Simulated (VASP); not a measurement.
# GaSb (Immm) in VASP: a series of runs

The runs below take GaSb through single point, with LDA.

All numbers are computed with VASP 6.6.1; they aren't measurements. Logs are shortened: lines on timing, memory, paths and dates and some standing lists are left out, and cuts for length are marked.

## (1) The cell of the first run

It takes space group Immm (No. 71, orthorhombic). Conventional cell: a = 3.152 Å, b = 5.011 Å, c = 5.608 Å, α = 90.00°, β = 90.00°, γ = 90.00°. Ga (site symmetry mmm) has 6 Sb at 2.80 to 2.96 Å and 2 Ga at 3.15 Å within 3.7 Å. Within 3.7 Å of Sb (site symmetry mmm) lie 6 Ga at 2.80 to 2.96 Å and 2 Sb at 3.15 Å.

## (2) Single point, LDA

INCAR

```
SYSTEM = GaSb
ALGO     = Normal         ! electronic algorithm
EDIFF    = 1E-6           ! SCF threshold, eV
ENCUT    = 520            ! plane-wave cutoff, eV
GGA      = CA             ! functional
ISIF     = 2              ! what is computed and relaxed
ISMEAR   = 0              ! smearing method
LASPH    = .True.         ! aspherical terms in the spheres
LCHARG   = .False.        ! write CHGCAR
LREAL    = .False.        ! projectors in reciprocal space
LWAVE    = .False.        ! write WAVECAR
NBANDS   = 16             ! bands
NELM     = 100            ! most SCF steps
PREC     = Accurate       ! precision mode
SIGMA    = 0.1            ! smearing width, eV
```

KPOINTS

```
k-points
0
Gamma
  16 16 16
  0 0 0
```

POSCAR

```
GaSb
1.0
   -1.5759166811      2.5055409662      2.8041297762
    1.5759166811     -2.5055409662      2.8041297762
    1.5759166811      2.5055409662     -2.8041297762
Ga Sb
1 1
Direct
    0.0000000000      0.0000000000      0.0000000000
    0.5000000000      0.5000000000      0.0000000000
```

Potentials or basis: VASP PAW LDA potentials, release 64 (Ga_d, Sb).

Started as:

```
> cat potpaw_LDA.64/Ga_d/POTCAR potpaw_LDA.64/Sb/POTCAR > POTCAR
> mpirun -np 1 vasp_std > vasp.out
```

OUTCAR:

```text
SYSTEM = GaSb
   EDIFF = 1E-6
   ENCUT = 520
   GGA = CA
   ISIF = 2
   ISMEAR = 0
   LASPH = .True.
   LREAL = .False.
   NELM = 100
   PREC = Accurate

 ion  position               nearest neighbor table
   1  0.000  0.000  0.000-   2 2.80   2 2.80   2 2.96   2 2.96   2 2.96   2 2.96
   2  0.500  0.500  0.000-   1 2.80   1 2.80   1 2.96   1 2.96   1 2.96   1 2.96

  LATTYP: Found a body centered orthorhombic cell.
 ALAT       =     3.1518333622
 B/A-ratio  =     1.5898943112
 C/A-ratio  =     1.7793642328

  Lattice vectors:

 A1 = (  -1.5759166811,   2.5055409662,   2.8041297762)
 A2 = (   1.5759166811,  -2.5055409662,   2.8041297762)
 A3 = (   1.5759166811,   2.5055409662,  -2.8041297762)

Analysis of symmetry for initial positions (statically):
=====================================================================
 Subroutine PRICEL returns:
 Original cell was already a primitive cell.

 Routine SETGRP: Setting up the symmetry group for a
 body centered orthorhombic supercell.

 Subroutine GETGRP returns: Found  8 space group operations
 (whereof  8 operations were pure point group operations)
 out of a pool of  8 trial point group operations.

The static configuration has the point symmetry D_2h.

Analysis of symmetry for dynamics (positions and initial velocities):
=====================================================================
 Subroutine PRICEL returns:
 Original cell was already a primitive cell.

 Routine SETGRP: Setting up the symmetry group for a
 body centered orthorhombic supercell.

 Subroutine GETGRP returns: Found  8 space group operations
 (whereof  8 operations were pure point group operations)
 out of a pool of  8 trial point group operations.

The dynamic configuration has the point symmetry D_2h.

 Subroutine INISYM returns: Found  8 space group operations
 (whereof  8 operations are pure point group operations),
 and found     1 'primitive' translations

----------------------------------------------------------------------------------------

                                     Primitive cell

  volume of cell :      44.2887

  direct lattice vectors                    reciprocal lattice vectors
    -1.575916681  2.505540966  2.804129776     0.000000000  0.199557703  0.178308438
     1.575916681 -2.505540966  2.804129776     0.317275657  0.000000000  0.178308438
     1.575916681  2.505540966 -2.804129776     0.317275657  0.199557703  0.000000000

  length of vectors
     4.077302138  4.077302138  4.077302138     0.267613856  0.363947443  0.374816114

  position of ions in fractional coordinates (direct lattice)
     0.000000000  0.000000000  0.000000000
     0.500000000  0.500000000  0.000000000

  ion indices of the primitive-cell ions
   primitive index   ion index
                 1           1
                 2           2

----------------------------------------------------------------------------------------

 KPOINTS: k-points

Automatic generation of k-mesh.
 Grid dimensions read from file:
 generate k-points for:   16   16   16

 Generating k-lattice:

  Cartesian coordinates                     Fractional coordinates (reciprocal lattice)
     0.000000000  0.012472356  0.011144277     0.062500000  0.000000000  0.000000000
     0.019829729  0.000000000  0.011144277     0.000000000  0.062500000  0.000000000
     0.019829729  0.012472356  0.000000000     0.000000000  0.000000000  0.062500000

  Length of vectors
     0.016725866  0.022746715  0.023426007

  Shift w.r.t. Gamma in fractional coordinates (k-lattice)
     0.000000000  0.000000000  0.000000000

 Subroutine IBZKPT returns following result:
 ===========================================

 Found    621 irreducible k-points:

 Following reciprocal coordinates:
            Coordinates               Weight
  0.000000  0.000000  0.000000      1.000000
  0.062500 -0.000000  0.000000      4.000000
  0.125000 -0.000000  0.000000      4.000000
  0.187500 -0.000000  0.000000      4.000000
  0.250000 -0.000000  0.000000      4.000000
  0.312500  0.000000  0.000000      4.000000
[... 16 lines left out ...]
 -0.187500  0.062500  0.000000      8.000000
 -0.125000  0.062500 -0.000000      8.000000
 [... further k-points ...]
   k-points           NKPTS =    621   k-points in BZ     NKDIM =    621   number of bands    NBANDS=     16
   number of dos      NEDOS =    301   number of ions     NIONS =      2
   total plane-waves  NPLWV =  27000
   dimension x,y,z NGX =    30 NGY =   30 NGZ =   30
   dimension x,y,z NGXF=    60 NGYF=   60 NGZF=   60
   ions per type =               1   1
   NGX,Y,Z   is equivalent  to a cutoff of  12.23, 12.23, 12.23 a.u.
   NGXF,Y,Z  is equivalent  to a cutoff of  24.46, 24.46, 24.46 a.u.
 SYSTEM =  GaSb
   PREC   = accura    normal or accurate (medium, high low for compatibility)
   ISTART =      0    job   : 0-new  1-cont  2-samecut
   ICHARG =      2    charge: 1-file 2-atom 10-const
   ISPIN  =      1    spin polarized calculation?
   LNONCOLLINEAR =      F non collinear calculations
   LSORBIT =      F    spin-orbit coupling
   LASPH  =      T    aspherical Exc in radial PAW
   ENCUT  =  520.0 eV  38.22 Ry    6.18 a.u.   7.58  7.58  7.58*2*pi/ulx,y,z
   NELM   =    100;   NELMIN=  2; NELMDL= -5     # of ELM steps
   EDIFF  = 0.1E-05   stopping-criterion for ELM
   LREAL  =      F    real-space projection
   EDIFFG = 0.1E-04   stopping-criterion for IOM
   NSW    =      0    number of steps for IOM
   IBRION =     -1    ionic relax: 0-MD 1-quasi-New 2-CG
   NFREE  =      0    steps in history (QN), initial steepest desc. (CG)
   ISIF   =      2    stress and relaxation
   ISYM   =      2    0-nonsym 1-usesym 2-fastsym
   POTIM  = 0.5000    time-step for ionic-motion
   TEBEG  =    0.0;   TEEND  =   0.0 temperature during run
   PSTRESS=    0.0 pullay stress
   NELECT =      18.0000    total number of electrons
   NUPDOWN=      -1.0000    fix difference up-down
   EMIN   =  10.00;   EMAX   =-10.00  energy-range for DOS
   EFERMI =   0.00;   METHOD = LEGACY
   ISMEAR =     0;   SIGMA  =   0.10  broadening in eV -4-tet -1-fermi 0-gaus
   EFERMI_NEDOS =   21; number of points for ismear=-14 and -15
   IALGO  =     38    algorithm
   IMIX   =      4    mixing-type and parameters
     AMIX     =   0.40;   BMIX     =  1.00
     AMIX_MAG =   1.60;   BMIX_MAG =  1.00
  volume/ion in A,a.u.               =      22.14       149.44
  Fermi-wavevector in a.u.,A,eV,Ry     =   1.212648  2.291572 20.007570  1.470515
  Thomas-Fermi vector in A             =   2.348125
   LORBIT       =      0    0 simple, 1 ext, 2 COOP (PROOUT), +10 PAW based schemes
   GGA     = CA    functional components
   LHFCALC =     F    Hartree Fock is set to
   AEXX    =    0.0000 exact exchange contribution
   IVDW    =     0    specifies the selected vdW correction
   LEPSILON=     F    determine dielectric tensor
   LRPA    =     F    only Hartree local field effects (RPA)
 non-spin polarized calculation
 Gauss-broadening in eV      SIGMA  =   0.10
  energy-cutoff  :      520.00
  volume of cell :       44.29
 maximum number of plane-waves:      1210
   NGX = 15   NGY = 15   NGZ = 15

 number of electron      17.9999999 magnetization

 Free energy of the ion-electron system (eV)
  ---------------------------------------------------
  ext. energy  EPLUGINS =         0.00000000
  ---------------------------------------------------
  free energy    TOTEN  =        -8.37632773 eV

  energy without entropy =       -8.37285249  energy(sigma->0) =       -8.37459011

 E-fermi :   7.3829     XC(G=0): -10.8549

 val. band max:        7.3768351436   @ k =  -0.0625   0.3750   0.0625
 cond. band min:       7.3850719556   @ k =   0.1250   0.0625   0.0000
 fundamental gap:      0.0082368120
 Fermi energy:         7.3828887273

 k-point     1 :       0.0000    0.0000    0.0000
  band No.  band energies     occupation
      1      -7.7297      2.00000
      2      -7.6479      2.00000
      3      -7.6469      2.00000
      4      -7.6339      2.00000
      5      -7.5961      2.00000
      6      -5.2083      2.00000
[... 8 lines left out ...]
     15      16.6243      0.00000
     16      17.3677      0.00000

 k-point     2 :       0.0625   -0.0000    0.0000
  band No.  band energies     occupation
      1      -7.7294      2.00000
      2      -7.6490      2.00000
      3      -7.6463      2.00000
      4      -7.6339      2.00000
      5      -7.5960      2.00000
      6      -5.1698      2.00000
[... 8 lines left out ...]
     15      16.8007      0.00000
     16      17.4202      0.00000

 k-point     3 :       0.1250   -0.0000    0.0000
  band No.  band energies     occupation
      1      -7.7286      2.00000
      2      -7.6520      2.00000
      3      -7.6445      2.00000
      4      -7.6340      2.00000
      5      -7.5956      2.00000
      6      -5.0545      2.00000
[... 8 lines left out ...]
     15      16.6388      0.00000
     16      18.0751      0.00000

 k-point     4 :       0.1875   -0.0000    0.0000
  band No.  band energies     occupation
      1      -7.7275      2.00000
      2      -7.6565      2.00000
      3      -7.6420      2.00000
      4      -7.6341      2.00000
      5      -7.5949      2.00000
      6      -4.8645      2.00000
[... 8 lines left out ...]
     15      16.3660      0.00000
     16      17.9998      0.00000
[... 324 lines left out ...]
 k-point    22 :      -0.2500    0.0625   -0.0000
  band No.  band energies     occupation
      1      -7.7219      2.00000
      2      -7.6589      2.00000
      3      -7.6407      2.00000
      4      -7.6369      2.00000
      5      -7.5966      2.00000
      6      -4.6574      2.00000
[... 8 lines left out ...]
     15      16.9038      0.00000
     16      17.7106      0.00000

 k-point    23 :      -0.1875    0.0625    0.0000
  band No.  band energies     occupation
      1      -7.7230      2.00000
      2      -7.6540      2.00000
      3      -7.6430      2.00000
      4      -7.6370      2.00000
      5      -7.5973      2.00000
      6      -4.8876      2.00000
[... 8 lines left out ...]
     15      16.9739      0.00000
     16      17.5673      0.00000

 k-point    24 :      -0.1250    0.0625   -0.0000
  band No.  band energies     occupation
      1      -7.7239      2.00000
      2      -7.6503      2.00000
      3      -7.6448      2.00000
      4      -7.6370      2.00000
      5      -7.5979      2.00000
      6      -5.0453      2.00000
[... 8 lines left out ...]
     15      16.8409      0.00000
     16      17.2740      0.00000

 [... further k-points ...]

------------------------ aborting loop because EDIFF is reached ----------------------------------------

  FORCE on cell =-STRESS in cart. coord.  units (eV):
  Direction    XX          YY          ZZ          XY          YZ          ZX
  --------------------------------------------------------------------------------------
  -------------------------------------------------------------------------------------
  Total        0.0256348      0.0311718      0.0258265      0.0000000      0.0000000      0.0000000
  in kB        0.9273573      1.1276629      0.9342920      0.0000000      0.0000000      0.0000000
  external PRESSURE =       0.9964374 kB  Pullay stress =       0.0000000 kB

 VOLUME and BASIS-vectors are now :
 -----------------------------------------------------------------------------
  energy-cutoff  :      520.00
  volume of cell :       44.29
      direct lattice vectors                 reciprocal lattice vectors
    -1.575916681  2.505540966  2.804129776     0.000000000  0.199557703  0.178308438
     1.575916681 -2.505540966  2.804129776     0.317275657  0.000000000  0.178308438
     1.575916681  2.505540966 -2.804129776     0.317275657  0.199557703  0.000000000

 POSITION                                       TOTAL-FORCE (eV/Angst)
 -----------------------------------------------------------------------------------
      0.00000      0.00000      0.00000         0.000000      0.000000     -0.000000
      0.00000      0.00000      2.80413        -0.000000     -0.000000      0.000000
 -----------------------------------------------------------------------------------
    total drift:                                0.000000      0.000000      0.000000

  FREE ENERGIE OF THE ION-ELECTRON SYSTEM (eV)
  ---------------------------------------------------
  free  energy   TOTEN  =        -8.3763277283 eV

  energy  without entropy=       -8.3728524931  energy(sigma->0) =       -8.37459011
```

It took 6.8 min on 1 thread of Intel Xeon Platinum 8259CL at 2.50GHz (Skylake/Cascade Lake), shared host; peak memory 0.53 GiB.

Results:

| Item | Value |
| --- | --- |
| Free energy | -8.3763 eV |
| Pressure | 0.1 GPa |
| Band gap on the k mesh | zero (bands 9 and 10 overlap by 5.82 eV) |

Caveat: spin-orbit coupling is left out, which moves the levels of the heavy elements.

## (3) Single point, LDA

INCAR

```
PREC = Accurate
ENCUT = 520
EDIFF = 1E-6
ISMEAR = 0
SIGMA = 0.15
LREAL = False
LASPH = True
NELM = 80
ALGO = Normal
ISIF = 2
LWAVE = False
LCHARG = False
NBANDS = 16
```

KPOINTS

```
Automatic mesh
0
Gamma
  16 16 16
```

POSCAR is that of step 2.

Potentials or basis: VASP PAW LDA potentials, release 64 (Ga_d, Sb).

Started as:

```
> cat potpaw_LDA.64/Ga_d/POTCAR potpaw_LDA.64/Sb/POTCAR > POTCAR
> mpirun -np 1 vasp_std > vasp.out
```

Wall time 5.9 min (1 thread of Intel Xeon Platinum 8259CL at 2.50GHz (Skylake/Cascade Lake), shared host); peak memory 0.53 GiB.

Results (log left out):

```
Free energy            : -8.3786 eV
Pressure               : 0.1 GPa
Band gap on the k mesh : zero (bands 9 and 10 overlap by 5.82 eV)
```

Stress tensor (GPa, compression positive):
```
0.09 0.00 0.00
0.00 0.19 0.00
0.00 0.00 0.08
```

Levels at points of the mesh, in eV from the Fermi level:
| k point | band 5 | band 6 | band 7 | band 8 | band 9 | band 10 | band 11 | band 12 | band 13 | band 14 |
| --- | --- | --- | --- | --- | --- | --- | --- | --- | --- | --- |
| (0.00, 0.00, 0.00) | -14.98 | -12.59 | -2.42 | -2.19 | -1.52 | 3.55 | 4.76 | 6.50 | 7.65 | 8.19 |
| (0.50, 0.00, 0.00) | -14.97 | -10.86 | -8.53 | 0.01 | 1.56 | 2.97 | 3.40 | 4.16 | 6.20 | 8.22 |
| (0.00, 0.50, 0.00) | -14.97 | -8.59 | -6.70 | -1.72 | -0.46 | -0.27 | 0.86 | 2.95 | 3.59 | 9.47 |
| (0.50, 0.50, 0.00) | -14.96 | -8.47 | -5.54 | -3.22 | -2.40 | -2.16 | 3.08 | 4.60 | 7.54 | 8.12 |
| (0.50, 0.50, 0.50) | -14.97 | -9.55 | -5.88 | -5.60 | -5.10 | 2.23 | 6.23 | 10.39 | 10.85 | 11.34 |

Caveat: spin-orbit coupling is left out, which moves the levels of the heavy elements.

(Continued in part 2 of 2.)
